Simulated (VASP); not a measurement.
# SnO2 (Pm) in VASP: further runs

The runs below take SnO2 through single point, with LDA.

All numbers are computed with VASP 6.6.1; they aren't measurements. Logs are shortened: lines on timing, memory, paths and dates and some standing lists are left out, and cuts for length are marked.

## 1. The cell of the first run

It takes space group Pm (No. 6, monoclinic). The conventional cell has a = 4.721 Å, b = 3.190 Å, c = 4.724 Å, α = 90.00°, β = 90.00°, γ = 90.00°. Sn (site symmetry m) has 6 O at 1.92 to 2.20 Å within 2.5 Å. Sn (site symmetry m) has 6 O at 1.83 to 2.26 Å within 2.4 Å. O (site symmetry m) has 3 Sn at 1.92 to 2.26 Å and 1 O at 2.59 Å within 2.6 Å. Within 2.6 Å of O (site symmetry m) lie 3 Sn at 2.00 to 2.08 Å and 1 O at 2.59 Å. Within 2.9 Å of O (site symmetry m) lie 3 Sn at 2.03 to 2.09 Å and 5 O at 2.59 to 2.83 Å. Within 2.4 Å of O (site symmetry m) lie 3 Sn at 1.83 to 2.20 Å.

## 2. Single point, LDA (atoms displaced along a vibrational mode)

Contents of INCAR:

```
SYSTEM = SnO2
ALGO = Normal
EDIFF = 1E-6
ENCUT = 520
GGA = CA
ISIF = 2
ISMEAR = 0
LASPH = .TRUE.
LCHARG = .FALSE.
LREAL = .FALSE.
LWAVE = .FALSE.
NBANDS = 35
NELM = 60
PREC = Accurate
SIGMA = 0.05
```

Contents of KPOINTS:

```
k-points
0
G
  6 6 8
  0 0 0
```

Contents of POSCAR:

```
SnO2
1.0
    4.7212714761      0.0000000000      0.0000000000
    0.0000000000      4.7242464798      0.0000000000
    0.0000000000      0.0000000000      3.1900193999
Sn O
2 4
Direct
    0.4967815917      0.4956994843      0.5000000000
   -0.0018759351     -0.0034278080      0.0000000000
    0.3367343443      0.3352435772      0.0000000000
    0.7932991960      0.1934278808      0.5000000000
    0.1821652590      0.8065721192      0.5000000000
    0.7256004073      0.7220993388      0.0000000000
```

Potentials or basis: VASP PAW LDA potentials, release 64 (Sn_d, O).

Started as:

```bash
> cat potpaw_LDA.64/Sn_d/POTCAR potpaw_LDA.64/O/POTCAR > POTCAR
> mpirun -np 1 vasp_std > vasp.out
```

OUTCAR:

```text
SYSTEM = SnO2
   EDIFF = 1E-6
   ENCUT = 520
   GGA = CA
   ISIF = 2
   ISMEAR = 0
   LASPH = .TRUE.
   LREAL = .FALSE.
   NELM = 60
   PREC = Accurate

 ion  position               nearest neighbor table
   1  0.497  0.496  0.500-   3 1.92   3 1.92   4 2.00   5 2.09   6 2.20   6 2.20   2 3.69   2 3.69
                             2 3.70   2 3.70   2 3.70   2 3.70   2 3.71   2 3.71
   2  0.998  0.997  0.000-   6 1.83   5 2.03   5 2.03   4 2.08   4 2.08   3 2.26   1 3.69   1 3.69
                             1 3.70   1 3.70   1 3.70   1 3.70   1 3.71   1 3.71
   3  0.337  0.335  0.000-   1 1.92   1 1.92   2 2.26
   4  0.793  0.193  0.500-   1 2.00   2 2.08   2 2.08
   5  0.182  0.807  0.500-   2 2.03   2 2.03   1 2.09
   6  0.726  0.722  0.000-   2 1.83   1 2.20   1 2.20

  LATTYP: Found a simple orthorhombic cell.
 ALAT       =     3.1900193999
 B/A-ratio  =     1.4800134056
 C/A-ratio  =     1.4809460030

  Lattice vectors:

 A1 = (   0.0000000000,   0.0000000000,   3.1900193999)
 A2 = (   4.7212714761,   0.0000000000,   0.0000000000)
 A3 = (   0.0000000000,   4.7242464798,   0.0000000000)

Analysis of symmetry for initial positions (statically):
=====================================================================
 Subroutine PRICEL returns:
 Original cell was already a primitive cell.

 Routine SETGRP: Setting up the symmetry group for a
 simple orthorhombic supercell.

 Subroutine GETGRP returns: Found  2 space group operations
 (whereof  2 operations were pure point group operations)
 out of a pool of  8 trial point group operations.

The static configuration has the point symmetry C_1h.

Analysis of symmetry for dynamics (positions and initial velocities):
=====================================================================
 Subroutine PRICEL returns:
 Original cell was already a primitive cell.

 Routine SETGRP: Setting up the symmetry group for a
 simple orthorhombic supercell.

 Subroutine GETGRP returns: Found  2 space group operations
 (whereof  2 operations were pure point group operations)
 out of a pool of  8 trial point group operations.

The dynamic configuration has the point symmetry C_1h.

 Subroutine INISYM returns: Found  2 space group operations
 (whereof  2 operations are pure point group operations),
 and found     1 'primitive' translations

----------------------------------------------------------------------------------------

                                     Primitive cell

  volume of cell :      71.1516

  direct lattice vectors                    reciprocal lattice vectors
     4.721271476  0.000000000  0.000000000     0.211807350  0.000000000  0.000000000
     0.000000000  4.724246480  0.000000000     0.000000000  0.211673968  0.000000000
     0.000000000  0.000000000  3.190019400     0.000000000  0.000000000  0.313477717

  length of vectors
     4.721271476  4.724246480  3.190019400     0.211807350  0.211673968  0.313477717

  position of ions in fractional coordinates (direct lattice)
     0.496781592  0.495699484  0.500000000
     0.998124065  0.996572192  0.000000000
     0.336734344  0.335243577  0.000000000
     0.793299196  0.193427881  0.500000000
     0.182165259  0.806572119  0.500000000
     0.725600407  0.722099339  0.000000000

  ion indices of the primitive-cell ions
   primitive index   ion index
                 1           1
                 2           2
                 3           3
                 4           4
                 5           5
                 6           6

----------------------------------------------------------------------------------------

 KPOINTS: k-points

Automatic generation of k-mesh.
 Grid dimensions read from file:
 generate k-points for:    6    6    8

 Generating k-lattice:

  Cartesian coordinates                     Fractional coordinates (reciprocal lattice)
     0.035301225  0.000000000  0.000000000     0.166666667  0.000000000  0.000000000
     0.000000000  0.035278995  0.000000000     0.000000000  0.166666667  0.000000000
     0.000000000  0.000000000  0.039184715     0.000000000  0.000000000  0.125000000

  Length of vectors
     0.035301225  0.035278995  0.039184715

  Shift w.r.t. Gamma in fractional coordinates (k-lattice)
     0.000000000  0.000000000  0.000000000

 Subroutine IBZKPT returns following result:
 ===========================================

 Found    100 irreducible k-points:

 Following reciprocal coordinates:
            Coordinates               Weight
  0.000000  0.000000  0.000000      1.000000
  0.166667  0.000000  0.000000      2.000000
  0.333333  0.000000  0.000000      2.000000
  0.500000  0.000000  0.000000      1.000000
  0.000000  0.166667  0.000000      2.000000
  0.166667  0.166667  0.000000      2.000000
[... 16 lines left out ...]
  0.333333  0.000000  0.125000      4.000000
  0.500000  0.000000  0.125000      2.000000
 [... further k-points ...]
   k-points           NKPTS =    100   k-points in BZ     NKDIM =    100   number of bands    NBANDS=     35
   number of dos      NEDOS =    301   number of ions     NIONS =      6
   total plane-waves  NPLWV =  31104
   dimension x,y,z NGX =    36 NGY =   36 NGZ =   24
   dimension x,y,z NGXF=    72 NGYF=   72 NGZF=   48
   ions per type =               2   4
   NGX,Y,Z   is equivalent  to a cutoff of  12.68, 12.67, 12.51 a.u.
   NGXF,Y,Z  is equivalent  to a cutoff of  25.35, 25.34, 25.01 a.u.
 SYSTEM =  SnO2
   PREC   = accura    normal or accurate (medium, high low for compatibility)
   ISTART =      0    job   : 0-new  1-cont  2-samecut
   ICHARG =      2    charge: 1-file 2-atom 10-const
   ISPIN  =      1    spin polarized calculation?
   LNONCOLLINEAR =      F non collinear calculations
   LSORBIT =      F    spin-orbit coupling
   LASPH  =      T    aspherical Exc in radial PAW
   ENCUT  =  520.0 eV  38.22 Ry    6.18 a.u.   8.78  8.78  5.93*2*pi/ulx,y,z
   NELM   =     60;   NELMIN=  2; NELMDL= -5     # of ELM steps
   EDIFF  = 0.1E-05   stopping-criterion for ELM
   LREAL  =      F    real-space projection
   EDIFFG = 0.1E-04   stopping-criterion for IOM
   NSW    =      0    number of steps for IOM
   IBRION =     -1    ionic relax: 0-MD 1-quasi-New 2-CG
   NFREE  =      0    steps in history (QN), initial steepest desc. (CG)
   ISIF   =      2    stress and relaxation
   ISYM   =      2    0-nonsym 1-usesym 2-fastsym
   POTIM  = 0.5000    time-step for ionic-motion
   TEBEG  =    0.0;   TEEND  =   0.0 temperature during run
   PSTRESS=    0.0 pullay stress
   NELECT =      52.0000    total number of electrons
   NUPDOWN=      -1.0000    fix difference up-down
   EMIN   =  10.00;   EMAX   =-10.00  energy-range for DOS
   EFERMI =   0.00;   METHOD = LEGACY
   ISMEAR =     0;   SIGMA  =   0.05  broadening in eV -4-tet -1-fermi 0-gaus
   EFERMI_NEDOS =   21; number of points for ismear=-14 and -15
   IALGO  =     38    algorithm
   IMIX   =      4    mixing-type and parameters
     AMIX     =   0.40;   BMIX     =  1.00
     AMIX_MAG =   1.60;   BMIX_MAG =  1.00
  volume/ion in A,a.u.               =      11.86        80.03
  Fermi-wavevector in a.u.,A,eV,Ry     =   1.474623  2.786633 29.586045  2.174513
  Thomas-Fermi vector in A             =   2.589372
   LORBIT       =      0    0 simple, 1 ext, 2 COOP (PROOUT), +10 PAW based schemes
   GGA     = CA    functional components
   LHFCALC =     F    Hartree Fock is set to
   AEXX    =    0.0000 exact exchange contribution
   IVDW    =     0    specifies the selected vdW correction
   LEPSILON=     F    determine dielectric tensor
   LRPA    =     F    only Hartree local field effects (RPA)
 non-spin polarized calculation
 Gauss-broadening in eV      SIGMA  =   0.05
  energy-cutoff  :      520.00
  volume of cell :       71.15
 maximum number of plane-waves:      1944
 NGX is ok and might be reduce to    36
   NGX = 17   NGY = 17   NGZ = 11

 number of electron      51.9999996 magnetization

 Free energy of the ion-electron system (eV)
  ---------------------------------------------------
  ext. energy  EPLUGINS =         0.00000000
  ---------------------------------------------------
  free energy    TOTEN  =       -41.21030395 eV

  energy without entropy =      -41.21030395  energy(sigma->0) =      -41.21030395

 E-fermi :   6.1701     XC(G=0): -11.8109

 val. band max:        5.9670395805   @ k =   0.0000   0.0000   0.0000
 cond. band min:       7.1329203425   @ k =   0.0000   0.0000   0.0000
 fundamental gap:      1.1658807619
 Fermi energy:         6.1700634197

 k-point     1 :       0.0000    0.0000    0.0000
  band No.  band energies     occupation
      1     -15.2596      2.00000
      2     -14.5940      2.00000
      3     -14.1202      2.00000
      4     -14.0728      2.00000
      5     -14.0165      2.00000
      6     -13.9407      2.00000
[... 27 lines left out ...]
     34      17.9409      0.00000
     35      18.2250      0.00000

 k-point     2 :       0.1667    0.0000    0.0000
  band No.  band energies     occupation
      1     -15.2223      2.00000
      2     -14.6359      2.00000
      3     -14.1191      2.00000
      4     -14.1010      2.00000
      5     -14.0079      2.00000
      6     -13.9374      2.00000
[... 27 lines left out ...]
     34      17.9403      0.00000
     35      18.1796      0.00000

 k-point     3 :       0.3333    0.0000    0.0000
  band No.  band energies     occupation
      1     -15.1173      2.00000
      2     -14.7594      2.00000
      3     -14.1401      2.00000
      4     -14.1168      2.00000
      5     -13.9975      2.00000
      6     -13.9304      2.00000
[... 27 lines left out ...]
     34      17.9464      0.00000
     35      18.3260      0.00000
[... 723 lines left out ...]
 k-point    23 :       0.3333    0.0000    0.1250
  band No.  band energies     occupation
      1     -15.0654      2.00000
      2     -14.7443      2.00000
      3     -14.2928      2.00000
      4     -14.1072      2.00000
      5     -13.9761      2.00000
      6     -13.9491      2.00000
[... 27 lines left out ...]
     34      17.8484      0.00000
     35      18.2910      0.00000

 k-point    24 :       0.5000    0.0000    0.1250
  band No.  band energies     occupation
      1     -14.9710      2.00000
      2     -14.8496      2.00000
      3     -14.3132      2.00000
      4     -14.1077      2.00000
      5     -13.9655      2.00000
      6     -13.9450      2.00000
[... 27 lines left out ...]
     34      18.1598      0.00000
     35      18.4984      0.00000

 [... further k-points ...]

------------------------ aborting loop because EDIFF is reached ----------------------------------------

  FORCE on cell =-STRESS in cart. coord.  units (eV):
  Direction    XX          YY          ZZ          XY          YZ          ZX
  --------------------------------------------------------------------------------------
  -------------------------------------------------------------------------------------
  Total        3.7764351      3.7822148      4.4089055      2.7934103      0.0000000      0.0000000
  in kB       85.0369665     85.1671134     99.2788012     62.9014215      0.0000000      0.0000000
  external PRESSURE =      89.8276270 kB  Pullay stress =       0.0000000 kB

 VOLUME and BASIS-vectors are now :
 -----------------------------------------------------------------------------
  energy-cutoff  :      520.00
  volume of cell :       71.15
      direct lattice vectors                 reciprocal lattice vectors
     4.721271476  0.000000000  0.000000000     0.211807350  0.000000000  0.000000000
     0.000000000  4.724246480  0.000000000     0.000000000  0.211673968  0.000000000
     0.000000000  0.000000000  3.190019400     0.000000000  0.000000000  0.313477717

 POSITION                                       TOTAL-FORCE (eV/Angst)
 -----------------------------------------------------------------------------------
      2.34544      2.34181      1.59501         2.354890      3.212274      0.000000
      4.71241      4.70805      0.00000         2.235065      3.402692      0.000000
      1.58981      1.58377      0.00000        -2.744844     -2.445428      0.000000
      3.74538      0.91380      1.59501         1.134675      0.038851      0.000000
      0.86005      3.81045      1.59501         1.346166     -0.080140      0.000000
      3.42576      3.41138      0.00000        -4.325952     -4.128250      0.000000
 -----------------------------------------------------------------------------------
    total drift:                                0.000101     -0.000381      0.000005

  FREE ENERGIE OF THE ION-ELECTRON SYSTEM (eV)
  ---------------------------------------------------
  free  energy   TOTEN  =       -41.2103039514 eV

  energy  without entropy=      -41.2103039514  energy(sigma->0) =      -41.21030395
```

It took 74 s on 1 thread of Intel Xeon 6975P-C (Granite Rapids), shared host; peak memory 0.28 GiB.

What came out:

```
Free energy            : -41.2103 eV
Pressure               : 9.0 GPa
Largest force          : 5.980 eV/Å
Band gap on the k mesh : 1.17 eV
```

Forces on the atoms (eV/Å):
```
Sn   2.355  3.212  0.000
Sn   2.235  3.403  0.000
O   -2.745 -2.445  0.000
O    1.135  0.039  0.000
O    1.346 -0.080  0.000
O   -4.326 -4.128  0.000
```

Stress tensor (GPa, compression positive):
```
8.50 6.29 0.00
6.29 8.52 0.00
0.00 0.00 9.93
```

Caveat: the cell differs from its parent crystal (atoms displaced along a vibrational mode); the cell stands under pressure; spin-orbit coupling is left out, which moves the levels of the heavy elements; forces of over 1 eV/Å act on the atoms, so gaps and moduli don't describe the material at rest.

## 3. Single point, LDA (atoms displaced along a vibrational mode)

Contents of INCAR:

```
SYSTEM = SnO2
ALGO = Normal
EDIFF = 1E-7
ENCUT = 520
ISIF = 2
ISMEAR = 0
LASPH = .True.
LCHARG = .False.
LREAL = .False.
LWAVE = .False.
NBANDS = 35
NELM = 80
PREC = Accurate
SIGMA = 0.05
```

Contents of KPOINTS:

```
k-points
0
Gamma
  6 6 8
  0 0 0
```

Contents of POSCAR:

```
SnO2
1.0
    4.7212714761      0.0000000000      0.0000000000
    0.0000000000      4.7242464798      0.0000000000
    0.0000000000      0.0000000000      3.1900193999
Sn O
2 4
Direct
    0.5024138063      0.5032253868      0.5000000000
    0.0014069513      0.0025708560      0.0000000000
    0.2821914367      0.2850685257      0.0000000000
    0.8147677979      0.1934278808      0.5000000000
    0.2036338609      0.8065721192      0.5000000000
    0.6710574997      0.6719242873      0.0000000000
```

Potentials or basis: VASP PAW LDA potentials, release 64 (Sn_d, O).

Started as:

```bash
> cat potpaw_LDA.64/Sn_d/POTCAR potpaw_LDA.64/O/POTCAR > POTCAR
> mpirun -np 1 vasp_std > vasp.out
```

Wall time 86 s (1 thread of Intel Xeon 6975P-C (Granite Rapids), shared host); peak memory 0.28 GiB.

Results (log left out):

```yaml
Free_energy: -41.6919 eV
Pressure: 5.5 GPa
Largest_force: 4.060 eV/Å
Band_gap_on_the_k_mesh: 1.17 eV
```

Forces in eV/Å, atoms in the order of the input:
```
Sn  -1.786 -2.421  0.000
Sn  -1.422 -2.296  0.000
O    2.949  2.790  0.000
O   -0.995  0.053  0.000
O   -0.862 -0.029  0.000
O    2.116  1.902  0.000
```

Stress tensor (GPa, compression positive):
```
5.14 3.50 0.00
3.50 5.14 0.00
0.00 0.00 6.21
```

Levels at points of the mesh, in eV from the valence-band top:
| k point | band 23 | band 24 | band 25 | band 26 | band 27 | band 28 | band 29 | band 30 |
| --- | --- | --- | --- | --- | --- | --- | --- | --- |
| (0.00, 0.00, 0.00) | -1.10 | -0.91 | -0.84 | 0.00 | 1.17 | 5.83 | 6.09 | 6.11 |
| (0.50, 0.00, 0.00) | -1.30 | -1.08 | -0.99 | -0.41 | 4.17 | 4.40 | 6.76 | 6.89 |
| (0.00, 0.50, 0.00) | -1.27 | -1.10 | -0.89 | -0.51 | 4.18 | 4.36 | 6.80 | 6.89 |
| (0.50, 0.50, 0.00) | -1.37 | -1.23 | -0.97 | -0.90 | 4.53 | 4.70 | 7.29 | 7.33 |
| (0.00, 0.00, 0.50) | -1.83 | -1.76 | -1.30 | -1.24 | 5.74 | 5.93 | 8.82 | 9.51 |
| (0.50, 0.00, 0.50) | -1.16 | -1.07 | -0.73 | -0.72 | 5.84 | 6.11 | 7.85 | 8.35 |
| (0.00, 0.50, 0.50) | -1.17 | -1.08 | -0.71 | -0.71 | 5.88 | 6.16 | 7.84 | 8.35 |
| (0.50, 0.50, 0.50) | -1.25 | -0.95 | -0.84 | -0.68 | 4.56 | 4.59 | 8.62 | 8.79 |

Caveat: the cell differs from its parent crystal (atoms displaced along a vibrational mode); the cell stands under pressure; spin-orbit coupling is left out, which moves the levels of the heavy elements; forces of over 1 eV/Å act on the atoms, so gaps and moduli don't describe the material at rest.
